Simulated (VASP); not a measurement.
# Re (Fm-3m) in VASP: notebook

The runs below take Re through single point, with r2SCAN.

Everything below comes from runs of VASP 6.6.1. Logs are shortened: lines on timing, memory, paths and dates and some standing lists are left out, and cuts for length are marked.

## Step 1: The cell of the first run

The structure is cubic, space group Fm-3m (No. 225). The conventional cell has a = 3.814 Å, b = 3.814 Å, c = 3.814 Å, α = 90.00°, β = 90.00°, γ = 90.00°. Re (site symmetry m-3m) has 12 Re at 2.70 Å within 3.6 Å.

This isn't the form of Re at room conditions, which is hcp.

## Step 2: Single point, r2SCAN (13.87 Å³/atom)

Contents of POSCAR:

```
Re
1.0
    0.0000000000      1.9069823698      1.9069823698
    1.9069823698      0.0000000000      1.9069823698
    1.9069823698      1.9069823698      0.0000000000
Re
1
Direct
    0.0000000000      0.0000000000      0.0000000000
```

Contents of INCAR.step1:

```
ALGO = Normal
EDIFF = 1E-4
ENCUT = 520
GGA = PE
ISMEAR = 0
LASPH = True
LCHARG = False
LREAL = False
LWAVE = True
NBANDS = 10
NELM = 80
PREC = Accurate
SIGMA = 0.1
```

Contents of INCAR.step2:

```
ALGO = Normal
EDIFF = 1E-6
ENCUT = 520
ISIF = 2
ISMEAR = 0
ISTART = 1
LASPH = True
LCHARG = False
LMIXTAU = True
LREAL = False
LWAVE = False
METAGGA = R2SCAN
NBANDS = 10
NELM = 80
PREC = Accurate
SIGMA = 0.1
```

Contents of KPOINTS:

```
k-points
0
Gamma
  18 18 18
```

Potentials or basis: VASP PAW PBE potentials, release 64 (Re).

The run is started by

```console
$ cat potpaw_PBE.64/Re/POTCAR > POTCAR
$ cp INCAR.step1 INCAR
$ mpirun -np 1 vasp_std > vasp.out
$ cp INCAR.step2 INCAR
$ mpirun -np 1 vasp_std > vasp.out
```

OUTCAR:

```text
EDIFF = 1E-6
   ENCUT = 520
   ISIF = 2
   ISMEAR = 0
   ISTART = 1
   LASPH = True
   LREAL = False
   METAGGA = R2SCAN
   NELM = 80
   PREC = Accurate

 ion  position               nearest neighbor table
   1  0.000  0.000  0.000-

  LATTYP: Found a face centered cubic cell.
 ALAT       =     3.8139647396

  Lattice vectors:

 A1 = (   0.0000000000,   1.9069823698,   1.9069823698)
 A2 = (   1.9069823698,   0.0000000000,   1.9069823698)
 A3 = (   1.9069823698,   1.9069823698,   0.0000000000)

Analysis of symmetry for initial positions (statically):
=====================================================================
 Subroutine PRICEL returns:
 Original cell was already a primitive cell.

 Routine SETGRP: Setting up the symmetry group for a
 face centered cubic supercell.

 Subroutine GETGRP returns: Found 48 space group operations
 (whereof 48 operations were pure point group operations)
 out of a pool of 48 trial point group operations.

The static configuration has the point symmetry O_h .

Analysis of symmetry for dynamics (positions and initial velocities):
=====================================================================
 Subroutine PRICEL returns:
 Original cell was already a primitive cell.

 Routine SETGRP: Setting up the symmetry group for a
 face centered cubic supercell.

 Subroutine GETGRP returns: Found 48 space group operations
 (whereof 48 operations were pure point group operations)
 out of a pool of 48 trial point group operations.

The dynamic configuration has the point symmetry O_h .

 Subroutine INISYM returns: Found 48 space group operations
 (whereof 48 operations are pure point group operations),
 and found     1 'primitive' translations

----------------------------------------------------------------------------------------

                                     Primitive cell

  volume of cell :      13.8698

  direct lattice vectors                    reciprocal lattice vectors
     0.000000000  1.906982370  1.906982370    -0.262194348  0.262194348  0.262194348
     1.906982370  0.000000000  1.906982370     0.262194348 -0.262194348  0.262194348
     1.906982370  1.906982370  0.000000000     0.262194348  0.262194348 -0.262194348

  length of vectors
     2.696880331  2.696880331  2.696880331     0.454133933  0.454133933  0.454133933

  position of ions in fractional coordinates (direct lattice)
     0.000000000  0.000000000  0.000000000

  ion indices of the primitive-cell ions
   primitive index   ion index
                 1           1

----------------------------------------------------------------------------------------

 KPOINTS: k-points

Automatic generation of k-mesh.
 Grid dimensions read from file:
 generate k-points for:   18   18   18

 Generating k-lattice:

  Cartesian coordinates                     Fractional coordinates (reciprocal lattice)
    -0.014566353  0.014566353  0.014566353     0.055555556  0.000000000  0.000000000
     0.014566353 -0.014566353  0.014566353     0.000000000  0.055555556  0.000000000
     0.014566353  0.014566353 -0.014566353     0.000000000  0.000000000  0.055555556

  Length of vectors
     0.025229663  0.025229663  0.025229663

  Shift w.r.t. Gamma in fractional coordinates (k-lattice)
     0.000000000  0.000000000  0.000000000

 Subroutine IBZKPT returns following result:
 ===========================================

 Found    195 irreducible k-points:

 Following reciprocal coordinates:
            Coordinates               Weight
  0.000000  0.000000  0.000000      1.000000
  0.055556  0.000000  0.000000      8.000000
  0.111111  0.000000  0.000000      8.000000
  0.166667  0.000000  0.000000      8.000000
  0.222222  0.000000  0.000000      8.000000
  0.277778  0.000000  0.000000      8.000000
[... 16 lines left out ...]
 -0.277778  0.055556  0.000000     24.000000
 -0.222222  0.055556  0.000000     24.000000
 [... further k-points ...]
   k-points           NKPTS =    195   k-points in BZ     NKDIM =    195   number of bands    NBANDS=     10
   number of dos      NEDOS =    301   number of ions     NIONS =      1
   total plane-waves  NPLWV =   8000
   dimension x,y,z NGX =    20 NGY =   20 NGZ =   20
   dimension x,y,z NGXF=    40 NGYF=   40 NGZF=   40
   ions per type =               1
   NGX,Y,Z   is equivalent  to a cutoff of  12.33, 12.33, 12.33 a.u.
   NGXF,Y,Z  is equivalent  to a cutoff of  24.66, 24.66, 24.66 a.u.
 SYSTEM =  unknown system
   PREC   = accura    normal or accurate (medium, high low for compatibility)
   ISTART =      1    job   : 0-new  1-cont  2-samecut
   ICHARG =      0    charge: 1-file 2-atom 10-const
   ISPIN  =      1    spin polarized calculation?
   LNONCOLLINEAR =      F non collinear calculations
   LSORBIT =      F    spin-orbit coupling
   LASPH  =      T    aspherical Exc in radial PAW
   ENCUT  =  520.0 eV  38.22 Ry    6.18 a.u.   5.01  5.01  5.01*2*pi/ulx,y,z
   NELM   =     80;   NELMIN=  2; NELMDL=  0     # of ELM steps
   EDIFF  = 0.1E-05   stopping-criterion for ELM
   LREAL  =      F    real-space projection
   EDIFFG = 0.1E-04   stopping-criterion for IOM
   NSW    =      0    number of steps for IOM
   IBRION =     -1    ionic relax: 0-MD 1-quasi-New 2-CG
   NFREE  =      0    steps in history (QN), initial steepest desc. (CG)
   ISIF   =      2    stress and relaxation
   ISYM   =      2    0-nonsym 1-usesym 2-fastsym
   POTIM  = 0.5000    time-step for ionic-motion
   TEBEG  =    0.0;   TEEND  =   0.0 temperature during run
   PSTRESS=    0.0 pullay stress
   NELECT =       7.0000    total number of electrons
   NUPDOWN=      -1.0000    fix difference up-down
   EMIN   =  10.00;   EMAX   =-10.00  energy-range for DOS
   EFERMI =   0.00;   METHOD = LEGACY
   ISMEAR =     0;   SIGMA  =   0.10  broadening in eV -4-tet -1-fermi 0-gaus
   EFERMI_NEDOS =   21; number of points for ismear=-14 and -15
   IALGO  =     38    algorithm
   IMIX   =      4    mixing-type and parameters
     AMIX     =   0.40;   BMIX     =  1.00
     AMIX_MAG =   1.60;   BMIX_MAG =  1.00
  volume/ion in A,a.u.               =      13.87        93.60
  Fermi-wavevector in a.u.,A,eV,Ry     =   1.303419  2.463105 23.114965  1.698902
  Thomas-Fermi vector in A             =   2.434423
   LORBIT       =      0    0 simple, 1 ext, 2 COOP (PROOUT), +10 PAW based schemes
   METAGGA = R2SCAN    functional components
   LHFCALC =     F    Hartree Fock is set to
   AEXX    =    0.0000 exact exchange contribution
   IVDW    =     0    specifies the selected vdW correction
   LEPSILON=     F    determine dielectric tensor
   LRPA    =     F    only Hartree local field effects (RPA)
 non-spin polarized calculation
 Gauss-broadening in eV      SIGMA  =   0.10
  energy-cutoff  :      520.00
  volume of cell :       13.87
 maximum number of plane-waves:       388
   NGX =  9   NGY =  9   NGZ =  9

 number of electron       7.0000000 magnetization

 Free energy of the ion-electron system (eV)
  ---------------------------------------------------
  ext. energy  EPLUGINS =         0.00000000
  ---------------------------------------------------
  free energy    TOTEN  =       -52.31879748 eV

  energy without entropy =      -52.31502087  energy(sigma->0) =      -52.31690917

 E-fermi :   8.7416     XC(G=0): -15.3639

 val. band max:        8.7097714858   @ k =  -0.3889   0.2778   0.0556
 cond. band min:       8.7842153462   @ k =  -0.1667   0.2222   0.0556
 fundamental gap:      0.0744438604
 Fermi energy:         8.7415932603

 k-point     1 :       0.0000    0.0000    0.0000
  band No.  band energies     occupation
      1      -2.3277      2.00000
      2       6.5354      2.00000
      3       6.5354      2.00000
      4       6.5354      2.00000
      5      10.2482      0.00000
      6      10.2482      0.00000
      7      23.2934      0.00000
      8      29.7584      0.00000
      9      29.7584      0.00000
     10      29.7585      0.00000

 k-point     2 :       0.0556    0.0000    0.0000
  band No.  band energies     occupation
      1      -2.1660      2.00000
      2       6.4197      2.00000
      3       6.6121      2.00000
      4       6.6121      2.00000
      5      10.1823      0.00000
      6      10.1823      0.00000
      7      23.6136      0.00000
      8      28.9017      0.00000
      9      30.0555      0.00000
     10      30.0555      0.00000

 k-point     3 :       0.1111    0.0000    0.0000
  band No.  band energies     occupation
      1      -1.7003      2.00000
      2       6.1241      2.00000
      3       6.8132      2.00000
      4       6.8132      2.00000
      5      10.0338      0.00000
      6      10.0338      0.00000
      7      24.4786      0.00000
      8      27.3999      0.00000
      9      30.9179      0.00000
     10      30.9179      0.00000

 k-point     4 :       0.1667    0.0000    0.0000
  band No.  band energies     occupation
      1      -0.9951      2.00000
      2       5.7831      2.00000
      3       7.0382      2.00000
      4       7.0382      2.00000
      5       9.9493      0.00000
      6       9.9493      0.00000
      7      25.1375      0.00000
      8      26.5349      0.00000
      9      32.2708      0.00000
     10      32.2709      0.00000
[... 222 lines left out ...]
 k-point    22 :      -0.3333    0.0556    0.0000
  band No.  band energies     occupation
      1       1.1417      2.00000
      2       6.5812      2.00000
      3       6.6028      2.00000
      4       6.7889      2.00000
      5      11.2126      0.00000
      6      12.4255      0.00000
      7      21.9269      0.00000
      8      25.8466      0.00000
      9      32.3220      0.00000
     10      34.4971      0.00000

 k-point    23 :      -0.2778    0.0556    0.0000
  band No.  band energies     occupation
      1       0.8410      2.00000
      2       5.7711      2.00000
      3       6.8601      2.00000
      4       7.0383      2.00000
      5      10.3504      0.00000
      6      11.6159      0.00000
      7      22.9013      0.00000
      8      27.5513      0.00000
      9      33.6116      0.00000
     10      34.5578      0.00000

 k-point    24 :      -0.2222    0.0556    0.0000
  band No.  band energies     occupation
      1       0.2140      2.00000
      2       5.4516      2.00000
      3       7.0777      2.00000
      4       7.2264      2.00000
      5       9.7023      0.00000
      6      10.9034      0.00000
      7      23.9927      0.00000
      8      27.9142      0.00000
      9      33.2068      0.00000
     10      34.7908      0.00000

 [... further k-points ...]

------------------------ aborting loop because EDIFF is reached ----------------------------------------

  FORCE on cell =-STRESS in cart. coord.  units (eV):
  Direction    XX          YY          ZZ          XY          YZ          ZX
  --------------------------------------------------------------------------------------
  -------------------------------------------------------------------------------------
  Total        2.4124277      2.4124277      2.4124277      0.0000000      0.0000000      0.0000000
  in kB      278.6729731    278.6729731    278.6729731      0.0000000      0.0000000      0.0000000
  external PRESSURE =     278.6729731 kB  Pullay stress =       0.0000000 kB

 VOLUME and BASIS-vectors are now :
 -----------------------------------------------------------------------------
  energy-cutoff  :      520.00
  volume of cell :       13.87
      direct lattice vectors                 reciprocal lattice vectors
     0.000000000  1.906982370  1.906982370    -0.262194348  0.262194348  0.262194348
     1.906982370  0.000000000  1.906982370     0.262194348 -0.262194348  0.262194348
     1.906982370  1.906982370  0.000000000     0.262194348  0.262194348 -0.262194348

 POSITION                                       TOTAL-FORCE (eV/Angst)
 -----------------------------------------------------------------------------------
      0.00000      0.00000      0.00000         0.000000      0.000000      0.000000
 -----------------------------------------------------------------------------------
    total drift:                                0.000000      0.000000     -0.000000

  FREE ENERGIE OF THE ION-ELECTRON SYSTEM (eV)
  ---------------------------------------------------
  free  energy   TOTEN  =       -52.3187974781 eV

  energy  without entropy=      -52.3150208664  energy(sigma->0) =      -52.31690917
```

Run time: 2.7 min. Hardware: 1 thread of Intel Xeon 8259CL, shared host; peak memory 0.15 GiB.

What came out:

```yaml
Free_energy: -52.3188 eV
Pressure: 27.9 GPa
Band_gap_on_the_k_mesh: zero (an odd number of electrons rules out a gap without spin polarisation)
```

Caveat: the cell stands under pressure; the PAW data sets were made with another functional, which shifts forces and pressure a little; spin-orbit coupling is left out, which moves the levels of the heavy elements.

(Continued in part 2 of 2.)
